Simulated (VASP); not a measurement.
# Si24O47 (a cell with a defect) in VASP: a series of runs

Runs on Si24O47 (a cell with a defect). Level: PBEsol. Tasks: single point.

Program: VASP 6.6.1. These are calculated values, not measurements. Logs are shortened: lines on timing, memory, paths and dates and some standing lists are left out, and cuts for length are marked.

**1. The cell of the first run**

The cell holds a defect, 71 atoms: a = 8.389 Å, b = 8.389 Å, c = 8.036 Å, α = 90.00°, β = 90.00°, γ = 90.00°.

**2. Single point, PBEsol**

The input, INCAR:

```
PREC = Accurate
ENCUT = 520
EDIFF = 1E-6
ISMEAR = -1
SIGMA = 0.05
LREAL = Auto
LASPH = T
NELM = 80
ALGO = Normal
ISIF = 2
LWAVE = F
LCHARG = F
GGA = PS
NBANDS = 230
ISYM = 0
```

The input, KPOINTS:

```
Automatic mesh
0
Gamma
  1 1 1
  0.25 0.25 0.25
```

The input, POSCAR:

```
Si24O47
1.0
    8.3886930000      0.0000000000      0.0000000000
    0.0000000000      8.3886930000      0.0000000000
    0.0000000000      0.0000000000      8.0356430000
Si O
24 47
Direct
    0.0008200000      0.0008600000      0.0006500000
    0.0035900000      0.9983200000      0.3303800000
    0.0031200000      0.9987500000      0.6693200000
    0.9989600000      0.4979700000      0.0010800000
    0.0115500000      0.5135200000      0.3340400000
    0.9978700000      0.4980300000      0.6671200000
    0.5006900000      0.0001400000      0.9990300000
    0.4995400000      0.9963100000      0.3328500000
    0.4975400000      0.9978800000      0.6673600000
    0.4982400000      0.5014500000      0.9984100000
    0.5165300000      0.4942600000      0.3423200000
    0.4996000000      0.5006900000      0.6596400000
    0.2531600000      0.2495000000      0.1675800000
    0.2520800000      0.2479600000      0.4999000000
    0.2490400000      0.2501800000      0.8339100000
    0.2568800000      0.7481300000      0.1648700000
    0.2513100000      0.7526900000      0.5011800000
    0.2496900000      0.7472800000      0.8334200000
    0.7439200000      0.2507800000      0.1699700000
    0.7540400000      0.2313500000      0.5051900000
    0.7496000000      0.2533300000      0.8361000000
    0.7484600000      0.7520200000      0.1658900000
    0.7512900000      0.7518900000      0.4999000000
    0.7511700000      0.7500200000      0.8331600000
    0.1532200000      0.1532800000      0.0008500000
    0.1558200000      0.1516800000      0.3332800000
    0.1524400000      0.1519900000      0.6667500000
    0.1535800000      0.6509200000      0.0013800000
    0.1559700000      0.6571000000      0.3321500000
    0.1523500000      0.6524000000      0.6665800000
    0.6544800000      0.1517400000      0.0002600000
    0.6548200000      0.1391600000      0.3336300000
    0.6497400000      0.1544600000      0.6670700000
    0.6542300000      0.6533400000      0.9989300000
    0.6513800000      0.6607700000      0.3329200000
    0.6571000000      0.6538700000      0.6654100000
    0.3440900000      0.3483300000      0.9997800000
    0.3521900000      0.3449600000      0.3368100000
    0.3437700000      0.3464100000      0.6655500000
    0.3479600000      0.8463100000      0.9982500000
    0.3472400000      0.8494100000      0.3323100000
    0.3453600000      0.8485900000      0.6686600000
    0.8481200000      0.3473600000      0.0015600000
    0.7094200000      0.3970000000      0.4110200000
    0.8494200000      0.3426400000      0.6708000000
    0.8482300000      0.8468400000      0.0007200000
    0.8482700000      0.8489900000      0.3328000000
    0.8490500000      0.8493500000      0.6662200000
    0.0949700000      0.4018900000      0.1714400000
    0.0916900000      0.4003600000      0.4962400000
    0.0967700000      0.4025100000      0.8337600000
    0.0990600000      0.9022000000      0.1654500000
    0.0979800000      0.9032800000      0.4999100000
    0.0978300000      0.9020100000      0.8347700000
    0.5932500000      0.4013400000      0.1582100000
    0.5962300000      0.4024900000      0.8334900000
    0.5956900000      0.9010600000      0.1638800000
    0.5965200000      0.9018800000      0.5023200000
    0.5977300000      0.9035100000      0.8325200000
    0.4044400000      0.0970500000      0.1657600000
    0.4027700000      0.0949100000      0.5007600000
    0.4031600000      0.0976100000      0.8336200000
    0.4054300000      0.5965600000      0.1680400000
    0.3999200000      0.6037200000      0.4988400000
    0.4033800000      0.5972000000      0.8308400000
    0.9055500000      0.0989500000      0.1687100000
    0.9077600000      0.0985000000      0.4976200000
    0.9031200000      0.0960800000      0.8338600000
    0.9011500000      0.5942600000      0.1703200000
    0.9079600000      0.6011700000      0.4992400000
    0.9035600000      0.5969300000      0.8339700000
```

Potentials or basis: VASP PAW PBE potentials, release 64 (Si, O).

Started as:

```bash
$ cat potpaw_PBE.64/Si/POTCAR potpaw_PBE.64/O/POTCAR > POTCAR
$ mpirun -np 1 vasp_std > vasp.out
```

OUTCAR:

```text
PREC = Accurate
   ENCUT = 520
   EDIFF = 1E-6
   ISMEAR = -1
   LREAL = Auto
   LASPH = T
   NELM = 80
   ISIF = 2
   GGA = PS
   ISYM = 0

 ion  position               nearest neighbor table
   1  0.001  0.001  0.001-  68 1.76  52 1.77  54 1.77  66 1.77  25 1.81  46 1.82   2 2.65   3 2.66

   2  0.004  0.998  0.330-  52 1.75  66 1.75  53 1.77  67 1.78  47 1.81  26 1.81   1 2.65   3 2.72

   3  0.003  0.999  0.669-  54 1.75  68 1.77  53 1.77  27 1.79  48 1.80  67 1.80   1 2.66   2 2.72
                            20 3.15
   4  0.999  0.498  0.001-  51 1.77  71 1.77  49 1.78  69 1.78  43 1.79  28 1.82   5 2.68   6 2.68
[... 11 lines left out ...]
  10  0.498  0.501  0.998-  55 1.73  65 1.76  63 1.76  56 1.77  37 1.82  34 1.83  12 2.72  11 2.77

  11  0.517  0.494  0.342-  55 1.79  35 1.80  64 1.84  38 1.86  63 1.89  44 1.89  12 2.55  10 2.77
                            19 3.12
  12  0.500  0.501  0.660-  64 1.77  65 1.79  56 1.81  39 1.84  36 1.84  11 2.55  10 2.72
  13  0.253  0.249  0.168-  37 1.76  26 1.76  25 1.77  38 1.78  60 1.80  49 1.84  14 2.67  15 2.68

  14  0.252  0.248  0.500-  39 1.75  38 1.76  26 1.76  27 1.77  61 1.80  50 1.86  13 2.67  15 2.68

  15  0.249  0.250  0.834-  37 1.76  25 1.76  39 1.76  27 1.77  51 1.81  62 1.82  13 2.68  14 2.68
[... 64 lines left out ...]
  70  0.908  0.601  0.499-   5 1.75   6 1.77  23 1.82
  71  0.904  0.597  0.834-   6 1.76   4 1.77  24 1.81

IMPORTANT INFORMATION: All symmetrisations will be switched off!
NOSYMM: (Re-)initialisation of all symmetry stuff for point group C_1.

----------------------------------------------------------------------------------------

                                     Primitive cell

  volume of cell :     565.4696

  direct lattice vectors                    reciprocal lattice vectors
     8.388693000  0.000000000  0.000000000     0.119208082  0.000000000  0.000000000
     0.000000000  8.388693000  0.000000000     0.000000000  0.119208082  0.000000000
     0.000000000  0.000000000  8.035643000     0.000000000  0.000000000  0.124445548

  length of vectors
     8.388693000  8.388693000  8.035643000     0.119208082  0.119208082  0.124445548

  position of ions in fractional coordinates (direct lattice)
     0.000820000  0.000860000  0.000650000
     0.003590000  0.998320000  0.330380000
     0.003120000  0.998750000  0.669320000
     0.998960000  0.497970000  0.001080000
     0.011550000  0.513520000  0.334040000
     0.997870000  0.498030000  0.667120000
[... 63 lines left out ...]
     0.907960000  0.601170000  0.499240000
     0.903560000  0.596930000  0.833970000

  ion indices of the primitive-cell ions
   primitive index   ion index
                 1           1
                 2           2
                 3           3
                 4           4
                 5           5
                 6           6
[... 63 lines left out ...]
                70          70
                71          71

----------------------------------------------------------------------------------------

 KPOINTS: Automatic mesh

Automatic generation of k-mesh.
 Grid dimensions read from file:
 generate k-points for:    1    1    1

 Generating k-lattice:

  Cartesian coordinates                     Fractional coordinates (reciprocal lattice)
     0.119208082  0.000000000  0.000000000     1.000000000  0.000000000  0.000000000
     0.000000000  0.119208082  0.000000000     0.000000000  1.000000000  0.000000000
     0.000000000  0.000000000  0.124445548     0.000000000  0.000000000  1.000000000

  Length of vectors
     0.119208082  0.119208082  0.124445548

  Shift w.r.t. Gamma in fractional coordinates (k-lattice)
     0.250000000  0.250000000  0.250000000

 Subroutine IBZKPT returns following result:
 ===========================================

 Found      4 irreducible k-points:

 Following reciprocal coordinates:
            Coordinates               Weight
  0.250000  0.250000  0.250000      2.000000
 -0.250000  0.250000  0.250000      2.000000
 -0.250000 -0.250000  0.250000      2.000000
  0.250000 -0.250000  0.250000      2.000000
   k-points           NKPTS =      4   k-points in BZ     NKDIM =      4   number of bands    NBANDS=    230
   number of dos      NEDOS =    301   number of ions     NIONS =     71
   total plane-waves  NPLWV = 245760
   dimension x,y,z NGX =    64 NGY =   64 NGZ =   60
   dimension x,y,z NGXF=   128 NGYF=  128 NGZF=  120
   ions per type =              24  47
   NGX,Y,Z   is equivalent  to a cutoff of  12.68, 12.68, 12.41 a.u.
   NGXF,Y,Z  is equivalent  to a cutoff of  25.37, 25.37, 24.83 a.u.
 SYSTEM =  unknown system
   PREC   = accura    normal or accurate (medium, high low for compatibility)
   ISTART =      0    job   : 0-new  1-cont  2-samecut
   ICHARG =      2    charge: 1-file 2-atom 10-const
   ISPIN  =      1    spin polarized calculation?
   LNONCOLLINEAR =      F non collinear calculations
   LSORBIT =      F    spin-orbit coupling
   LASPH  =      T    aspherical Exc in radial PAW
   ENCUT  =  520.0 eV  38.22 Ry    6.18 a.u.  15.60 15.60 14.94*2*pi/ulx,y,z
   NELM   =     80;   NELMIN=  2; NELMDL= -5     # of ELM steps
   EDIFF  = 0.1E-05   stopping-criterion for ELM
   LREAL  =      T    real-space projection
   EDIFFG = 0.1E-04   stopping-criterion for IOM
   NSW    =      0    number of steps for IOM
   IBRION =     -1    ionic relax: 0-MD 1-quasi-New 2-CG
   NFREE  =      0    steps in history (QN), initial steepest desc. (CG)
   ISIF   =      2    stress and relaxation
   ISYM   =      0    0-nonsym 1-usesym 2-fastsym
   POTIM  = 0.5000    time-step for ionic-motion
   TEBEG  =    0.0;   TEEND  =   0.0 temperature during run
   PSTRESS=    0.0 pullay stress
   NELECT =     378.0000    total number of electrons
   NUPDOWN=      -1.0000    fix difference up-down
   EMIN   =  10.00;   EMAX   =-10.00  energy-range for DOS
   EFERMI =   0.00;   METHOD = LEGACY
   ISMEAR =    -1;   SIGMA  =   0.05  broadening in eV -4-tet -1-fermi 0-gaus
   EFERMI_NEDOS =   21; number of points for ismear=-14 and -15
   IALGO  =     38    algorithm
   IMIX   =      4    mixing-type and parameters
     AMIX     =   0.40;   BMIX     =  1.00
     AMIX_MAG =   1.60;   BMIX_MAG =  1.00
  volume/ion in A,a.u.               =       7.96        53.75
  Fermi-wavevector in a.u.,A,eV,Ry     =   1.431426  2.705004 27.878086  2.048982
  Thomas-Fermi vector in A             =   2.551164
   LORBIT       =      0    0 simple, 1 ext, 2 COOP (PROOUT), +10 PAW based schemes
   GGA     = PS    functional components
   LHFCALC =     F    Hartree Fock is set to
   AEXX    =    0.0000 exact exchange contribution
   IVDW    =     0    specifies the selected vdW correction
   LEPSILON=     F    determine dielectric tensor
   LRPA    =     F    only Hartree local field effects (RPA)
 non-spin polarized calculation
  energy-cutoff  :      520.00
  volume of cell :      565.47
 maximum number of plane-waves:     15222
 NGX is ok and might be reduce to    64
   NGX = 31   NGY = 31   NGZ = 29

 number of electron     377.9999902 magnetization

 Free energy of the ion-electron system (eV)
  ---------------------------------------------------
  ext. energy  EPLUGINS =         0.00000000
  ---------------------------------------------------
  free energy    TOTEN  =      -571.54457552 eV

  energy without entropy =     -571.54457443  energy(sigma->0) =     -571.54457498

 E-fermi :  11.1190     XC(G=0): -12.4048

 val. band max:       10.3908078611   @ k =  -0.2500   0.2500   0.2500
 cond. band min:      11.8316347660   @ k =  -0.2500   0.2500   0.2500
 fundamental gap:      1.4408269049
 Fermi energy:        11.1189652226

 k-point     1 :       0.2500    0.2500    0.2500
  band No.  band energies     occupation
      1     -14.2956      2.00000
      2     -13.7326      2.00000
      3     -13.6788      2.00000
      4     -13.5390      2.00000
      5     -13.1880      2.00000
      6     -13.0710      2.00000
[... 193 lines left out ...]
    200      15.4920      0.00000
    201      15.6232      0.00000

 k-point     2 :      -0.2500    0.2500    0.2500
  band No.  band energies     occupation
      1     -14.2941      2.00000
      2     -13.7404      2.00000
      3     -13.6937      2.00000
      4     -13.5086      2.00000
      5     -13.1936      2.00000
      6     -13.0884      2.00000
[... 193 lines left out ...]
    200      15.5247      0.00000
    201      15.6614      0.00000

 k-point     3 :      -0.2500   -0.2500    0.2500
  band No.  band energies     occupation
      1     -14.2977      2.00000
      2     -13.7225      2.00000
      3     -13.6523      2.00000
      4     -13.5765      2.00000
      5     -13.1765      2.00000
      6     -13.0898      2.00000
[... 193 lines left out ...]
    200      15.5683      0.00000
    201      15.6329      0.00000

 k-point     4 :       0.2500   -0.2500    0.2500
  band No.  band energies     occupation
      1     -14.2967      2.00000
      2     -13.7321      2.00000
      3     -13.6246      2.00000
      4     -13.6026      2.00000
      5     -13.1509      2.00000
      6     -13.0926      2.00000
[... 193 lines left out ...]
    200      15.4731      0.00000
    201      15.6037      0.00000
 [bands above 201 left out]

------------------------ aborting loop because EDIFF is reached ----------------------------------------

  FORCE on cell =-STRESS in cart. coord.  units (eV):
  Direction    XX          YY          ZZ          XY          YZ          ZX
  --------------------------------------------------------------------------------------
  -------------------------------------------------------------------------------------
  Total        8.0556222     12.5349503      7.8579955      2.5662176     -0.5635585      0.9658410
  in kB       22.8244561     35.5159931     22.2645090      7.2710115     -1.5967625      2.7365726
  external PRESSURE =      26.8683194 kB  Pullay stress =       0.0000000 kB

 VOLUME and BASIS-vectors are now :
 -----------------------------------------------------------------------------
  energy-cutoff  :      520.00
  volume of cell :      565.47
      direct lattice vectors                 reciprocal lattice vectors
     8.388693000  0.000000000  0.000000000     0.119208082  0.000000000  0.000000000
     0.000000000  8.388693000  0.000000000     0.000000000  0.119208082  0.000000000
     0.000000000  0.000000000  8.035643000     0.000000000  0.000000000  0.124445548

 POSITION                                       TOTAL-FORCE (eV/Angst)
 -----------------------------------------------------------------------------------
      0.00688      0.00721      0.00522         0.019360     -0.019661     -0.007098
      0.03012      8.37460      2.65482         0.008809     -0.004300      0.043708
      0.02617      8.37821      5.37842        -0.009356      0.015185     -0.035134
      8.37997      4.17732      0.00868         0.014159      0.014300     -0.007393
      0.09689      4.30776      2.68423        -0.023499     -0.005270     -0.003704
      8.37083      4.17782      5.36074        -0.000148      0.009262     -0.007011
[... 63 lines left out ...]
      7.61660      5.04303      4.01171        -0.017146      0.024721      0.013381
      7.57969      5.00746      6.70149        -0.026633      0.020796      0.001664
 -----------------------------------------------------------------------------------
    total drift:                               -0.010208     -0.012426      0.005926

  FREE ENERGIE OF THE ION-ELECTRON SYSTEM (eV)
  ---------------------------------------------------
  free  energy   TOTEN  =      -571.5445755177 eV

  energy  without entropy=     -571.5445744336  energy(sigma->0) =     -571.54457498
```

It took 19 min on 1 thread of Intel Xeon Platinum 8375C at 2.90GHz (Ice Lake), shared host; peak memory 0.71 GiB.

Results:

```yaml
Free_energy: -571.5446 eV
Pressure: 2.7 GPa
Largest_force: 0.072 eV/Å
Band_gap_on_the_k_mesh: 1.44 eV
```

Forces in eV/Å, atoms in the order of the input:
```
Si   0.019 -0.020 -0.007
Si   0.009 -0.004  0.044
Si  -0.009  0.015 -0.035
Si   0.014  0.014 -0.007
Si  -0.023 -0.005 -0.004
Si   0.000  0.009 -0.007
Si   0.003  0.006  0.008
Si  -0.012 -0.011 -0.001
Si   0.006  0.011  0.002
Si   0.011 -0.017  0.005
Si  -0.019  0.001  0.024
Si   0.028 -0.024 -0.021
Si   0.004  0.007 -0.006
Si  -0.010  0.000  0.006
Si   0.019  0.006 -0.011
Si  -0.015  0.006  0.031
Si  -0.003 -0.008 -0.021
Si  -0.002  0.015  0.005
Si   0.034  0.019 -0.007
Si   0.036 -0.019 -0.001
Si  -0.018 -0.015  0.001
Si  -0.004 -0.015  0.019
Si  -0.001 -0.005 -0.019
Si   0.003  0.005  0.001
O   -0.028 -0.021  0.003
O   -0.026 -0.021 -0.006
O   -0.011 -0.012  0.005
O   -0.030 -0.018  0.012
O   -0.016 -0.002  0.007
O   -0.030 -0.028 -0.013
O   -0.032 -0.022  0.002
O   -0.005 -0.011  0.002
O   -0.017 -0.029  0.011
O   -0.024 -0.029  0.001
O    0.000  0.002 -0.002
O   -0.029 -0.056  0.006
O    0.029  0.004 -0.009
O    0.041  0.030  0.003
O   -0.006 -0.002  0.003
O    0.018  0.026 -0.008
O    0.028  0.030  0.004
O    0.022  0.017 -0.009
O   -0.034 -0.017  0.010
O   -0.004  0.051 -0.020
O    0.022  0.015 -0.008
O    0.020  0.042  0.001
O    0.025  0.022 -0.007
O    0.006  0.009  0.005
O    0.043 -0.020  0.002
O    0.024 -0.037  0.004
O    0.019  0.012  0.007
O    0.032 -0.033 -0.009
O    0.019 -0.022 -0.003
O    0.031 -0.033  0.004
O    0.015 -0.026 -0.014
O    0.049  0.009 -0.006
O    0.015 -0.015 -0.002
O    0.022 -0.012  0.003
O    0.025 -0.027 -0.003
O   -0.024  0.019  0.007
O   -0.017  0.023 -0.008
O   -0.030  0.025 -0.001
O   -0.002  0.003  0.015
O   -0.030  0.030 -0.012
O   -0.009  0.015 -0.005
O   -0.058  0.042 -0.002
O   -0.005 -0.016  0.009
O   -0.040  0.034  0.010
O   -0.026  0.031 -0.004
O   -0.017  0.025  0.013
O   -0.027  0.021  0.002
```

Caveat: the PAW data sets were made with another functional, which shifts forces and pressure a little.

[end of part 1 of 2]
